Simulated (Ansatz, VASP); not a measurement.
## Mo: VASP beside Ansatz

File INCAR:

```
PREC = Accurate
ENCUT = 520
EDIFF = 1E-6
ISMEAR = -1
SIGMA = 0.1
LREAL = F
LASPH = T
NELM = 100
ALGO = Normal
ISIF = 2
LWAVE = F
LCHARG = F
GGA = B5
ALDAX = 1.0
AGGAX = 1.0
AGGAC = 1.0
ALDAC = 0.0
NBANDS = 21
```

The input KPOINTS:

```
Automatic mesh
0
Gamma
  11 11 11
```

File POSCAR:

```
Mo
1.0
    0.0000000000      2.8155469997      2.8155469997
    2.8155469997      0.0000000000      2.8155469997
    2.8155469997      2.8155469997      0.0000000000
Mo
2
Direct
    0.1250000000      0.1250000000      0.1250000000
    0.8750000000      0.8750000000      0.8750000000
```

Input for Ansatz:

```yaml
crystal:
  lattice:
    - [0.0, 2.8155469997, 2.8155469997]
    - [2.8155469997, 0.0, 2.8155469997]
    - [2.8155469997, 2.8155469997, 0.0]
  atoms:
    - { symbol: Mo, position: [0.125, 0.125, 0.125] }
    - { symbol: Mo, position: [0.875, 0.875, 0.875] }
hamiltonian:
  xc: blyp
  pseudopotentials:
    kind: paw
    azcp:
      Mo: "pseudopotentials/Mo.paw.azcp"
basis:
  ecutwfc: 420
  fft_grid_basis: typed
kpoints:
  mp_grid: { grid: [11, 11, 11], shift: [0, 0, 0] }
magnetization:
  spin_polarized: false
scf:
  occupations: { method: fermi_dirac, width: 0.1 }
  lower_state_search: "off"
output:
  stress: true
```

Alike in both runs: task single point; functional BLYP; k mesh 11 × 11 × 11; occupations fermi-dirac, width 0.1 eV; no spin polarisation.

```csv
,VASP,Ansatz
version,VASP 6.6.1,Ansatz 0.2.0
potentials or method,"VASP PAW PBE potentials, release 64 (Mo_sv), cutoff 520 eV","plane waves (420 eV) with PAW, scalar-relativistic"
valence electrons in the cell,28,28
```

Ansatz gave:

| Quantity | Value |
| --- | --- |
| pressure (GPa) | 9.4 |

**Question.** What did VASP give for the same quantities?

**Answer.** Pressure (GPa): 10.0.

VASP's potentials were made for PBE, not for BLYP.
